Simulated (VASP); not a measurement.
Set up this calculation in VASP 6.6.1, as the native input.

```yaml
Task: relaxation of shape and atoms at fixed volume
Functional: PBE
Potentials_or_basis: VASP PAW PBE potentials, release 64 (Zn, O)
Cutoff: 600 eV
k_mesh: 9 × 9 × 6
Occupations: gaussian, width 0.02 eV
Spin: no spin polarisation
Dipole_correction: no
Further_INCAR_settings: ALGO = Normal; EDIFF = 1e-06; IBRION = 2; EDIFFG = -0.01; NSW = 50; ISIF = 4
```

The structure of ZnO lies in POSCAR:

```
ZnO
1.0
    3.2463576255      0.0000000000      0.0000000000
   -1.6231788128      2.8114281735      0.0000000000
    0.0000000000      0.0000000000      5.2398029015
Zn O
2 2
Direct
    0.3333333333      0.6666666667      0.4999685881
    0.6666666667      0.3333333333     -0.0000314119
    0.6666666667      0.3333333333      0.3790414119
    0.3333333333      0.6666666667      0.8790414119
```

The input as run:

INCAR

```
SYSTEM = ZnO
PREC = Accurate
ENCUT = 600
EDIFF = 1E-6
ISMEAR = 0
SIGMA = 0.02
LREAL = .FALSE.
LASPH = .TRUE.
NELM = 100
ALGO = Normal
ISIF = 4
LWAVE = .FALSE.
LCHARG = .FALSE.
GGA = PE
IBRION = 2
NSW = 50
EDIFFG = -0.01
```

KPOINTS

```
regular mesh
0
G
  9 9 6
  0 0 0
```

Potentials or basis: VASP PAW PBE potentials, release 64 (Zn, O).

Command:

```sh
$ cat potpaw_PBE.64/Zn/POTCAR potpaw_PBE.64/O/POTCAR > POTCAR
$ mpirun -np 1 vasp_std > vasp.out
```

Results of the run:

The pressure after relaxing is 5.1 GPa and the band gap on the k mesh is 0.77 eV.

Caveat: the relaxation stopped at its first step, so nothing moved.

Wall time 34 s on 1 thread of AMD EPYC 9R45 96-Core Processor (Zen 5), with other jobs on the host, peak memory 0.17 GiB.
